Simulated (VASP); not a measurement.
Write the native input for VASP 6.6.1 that does the following.

| Item | Value |
| --- | --- |
| Task | electric field gradients |
| Functional | PBE |
| Potentials or basis | VASP PAW PBE potentials, release 64 (Ni) |
| Cutoff | 520 eV |
| k mesh | 20 × 20 × 20 |
| Occupations | fermi-dirac, width 0.05 eV |
| Spin | collinear spin, ferromagnetic start |
| Starting moments | [1.5] μB |
| Dipole correction | no |
| Further INCAR settings | ALGO = Normal; EDIFF = 1e-08; NBANDS = 15 |

The structure of Ni lies in POSCAR:

```
Ni
1.0
    0.0000000000      1.7679500000      1.8033090000
    1.7679500000      0.0000000000      1.8033090000
    1.7679500000      1.7679500000      0.0000000000
Ni
1
Direct
    0.0000000000      0.0000000000      0.0000000000
```

This cell differs from its parent crystal: zz strain of +2 %.

One way to write it, as run:

INCAR

```
SYSTEM = Ni
PREC = Accurate
ENCUT = 520
EDIFF = 1E-8
ISMEAR = -1
SIGMA = 0.05
LREAL = .False.
LASPH = .True.
NELM = 150
ALGO = Normal
ISIF = 2
LWAVE = .False.
LCHARG = .False.
ISPIN = 2
MAGMOM = 1.5
LORBIT = 11
LMAXMIX = 4
GGA = PE
LEFG = .True.
NBANDS = 15
```

KPOINTS

```
regular mesh
0
Gamma
  20 20 20
  0 0 0
```

Potentials or basis: VASP PAW PBE potentials, release 64 (Ni).

The run is started by

```bash
$ cat potpaw_PBE.64/Ni/POTCAR > POTCAR
$ mpirun -np 1 vasp_std > vasp.out
```

It gave:

```
Pressure                                              : -6.2 GPa
Net moment                                            : 0.63 μB per cell
Site moments                                          : Ni +0.65 μB
Largest electric field gradient by atom               : Ni +1.6 V/Å²
Valence electrons inside the program's atomic spheres : Ni 9.25
```

Caveat: the cell differs from its parent crystal (zz strain of +2 %); the cell stands under tension; without QUAD_EFG the Cq values of the log hold for a quadrupole moment of 1 mb, not for the nuclei.

Wall time 6.7 min on 1 thread of Intel Xeon 8259CL, with other jobs on the host, peak memory 0.27 GiB.
